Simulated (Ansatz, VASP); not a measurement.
Two plane-wave programs on CuO2

INCAR

```
PREC     = Accurate       # precision mode
ENCUT    = 600            # plane-wave cutoff, eV
EDIFF    = 1E-6           # SCF threshold, eV
ISMEAR   = 0              # smearing method
SIGMA    = 0.1            # smearing width, eV
LREAL    = False          # projectors in reciprocal space
LASPH    = True           # aspherical terms in the spheres
NELM     = 150            # most SCF steps
ALGO     = Normal         # electronic algorithm
ISIF     = 3              # what is computed and relaxed
LWAVE    = False          # write WAVECAR
LCHARG   = False          # write CHGCAR
ISPIN    = 2              # spin polarisation
MAGMOM   = 1 -1 0 0 0 0   # initial moments
LORBIT   = 11             # projections on sites
LMAXMIX  = 4              # l up to which the mixer works
GGA      = PE             # functional
IBRION   = 2              # ionic algorithm
NSW      = 90             # ionic steps
EDIFFG   = -0.04          # ionic threshold
```

Contents of KPOINTS:

```
regular mesh
0
Gamma
  6 6 4
```

Contents of POSCAR:

```
CuO2
1.0
    3.9250656000      0.0000000000      0.0000000000
   -1.9625328000      3.3992065200      0.0000000000
    0.0000000000      0.0000000000      5.7062739300
Cu O
2 4
Direct
    0.0000000000      0.0000000000      0.5000000000
    0.0000000000      0.0000000000      0.0000000000
    0.3333333300      0.6666666700      0.6215358600
    0.6666666700      0.3333333300      0.6215358600
    0.6666666700      0.3333333300      0.3784641400
    0.3333333300      0.6666666700      0.3784641400
```

Input for Ansatz:

```yaml
crystal:
  lattice:
    - [3.9250656, 0.0, 0.0]
    - [-1.9625328, 3.39920652, 0.0]
    - [0.0, 0.0, 5.70627393]
  atoms:
    - { symbol: Cu, position: [0.0, 0.0, 0.5], spin: 1.0 }
    - { symbol: Cu, position: [0.0, 0.0, 0.0], spin: -1.0 }
    - { symbol: O, position: [0.33333333, 0.66666667, 0.62153586] }
    - { symbol: O, position: [0.66666667, 0.33333333, 0.62153586] }
    - { symbol: O, position: [0.66666667, 0.33333333, 0.37846414] }
    - { symbol: O, position: [0.33333333, 0.66666667, 0.37846414] }
basis:
  ecutwfc: 420
kpoints:
  mp_grid: { grid: [6, 6, 4] }
hamiltonian:
  xc: pbe
scf:
  occupations: { method: gaussian, width: 0.1 }
  lower_state_search: "off"
output:
  forces: true
  stress: true
  eigenvalues: true
  populations: true
magnetization:
  spin_polarized: true
relax:
  adjacent_minimum: "off"
  f_tol: 0.04
  max_steps: 70
  cell: { stress_tol: 0.4 }
```

Alike in both runs: task relaxation of cell and atoms; functional PBE; k mesh 6 × 6 × 4; occupations gaussian, width 0.1 eV; collinear spin.

|  | VASP | Ansatz |
| --- | --- | --- |
| version | VASP 6.6.1 | Ansatz 0.2.0 |
| potentials or method | VASP PAW PBE potentials, release 64 (Cu, O), cutoff 600 eV | scalar-relativistic, plane waves, PAW |
| valence electrons in the cell | 46 | 62 |

|  | VASP | Ansatz | Ansatz less VASP |
| --- | --- | --- | --- |
| gap on the k mesh at the Fermi level, each at its own relaxed structure (eV) | 0.12 | 0.09 | -0.034 |
| net moment per atom (μB) | 0.00 | 0.00 | 0.000 |
| relaxed volume (Å³/atom) | 12.15 | 12.06 | -0.086 |
| relaxed cell length with the largest relative difference (Å) | 4.792 | 4.779 | -0.0130 |

VASP's potentials hold 46 valence electrons a cell and Ansatz's 62, so a difference there can come from the potentials and not from the codes. Ansatz's warnings: seeded moment not kept.
